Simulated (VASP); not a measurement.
Here is a VASP 6.6.1 calculation.

File INCAR:

```
ALGO = Fast ; EDIFF = 1E-7
ENCUT = 520 ; GGA = PS
ISIF = 2 ; ISMEAR = 0
LASPH = True ; LCHARG = False
LREAL = False ; LWAVE = False
NBANDS = 8 ; NELM = 80
PREC = Accurate ; SIGMA = 0.15
```

File KPOINTS:

```
k-points
0
Gamma
  26 26 26
```

File POSCAR:

```
Al
1.0
   -1.5311773366      1.5311773366      1.6064390039
    1.5311773366     -1.5311773366      1.6064390039
    1.6817006712      1.6817006712     -1.6064390039
Al
1
Direct
    0.0000000000      0.0000000000      0.0000000000
```

Potentials or basis: VASP PAW PBE potentials, release 64 (Al).

Run with:

```bash
$ cat potpaw_PBE.64/Al/POTCAR > POTCAR
$ mpirun -np 1 vasp_std > vasp.out
```

Problem. Predict the band gap on the k mesh.

Solution. Zero (an odd number of electrons rules out a gap without spin polarisation).

Problem. Predict the pressure.

Solution. 0.9 GPa.

Stress tensor (GPa, compression positive):
```
 0.89 -4.25  0.00
-4.25  0.89  0.00
 0.00  0.00  0.96
```

Caveat: the cell differs from its parent crystal (strain +0.0937 x Voigt [0, 0, 0, 0, 0, 1]); the PAW data sets were made with another functional, which shifts forces and pressure a little.
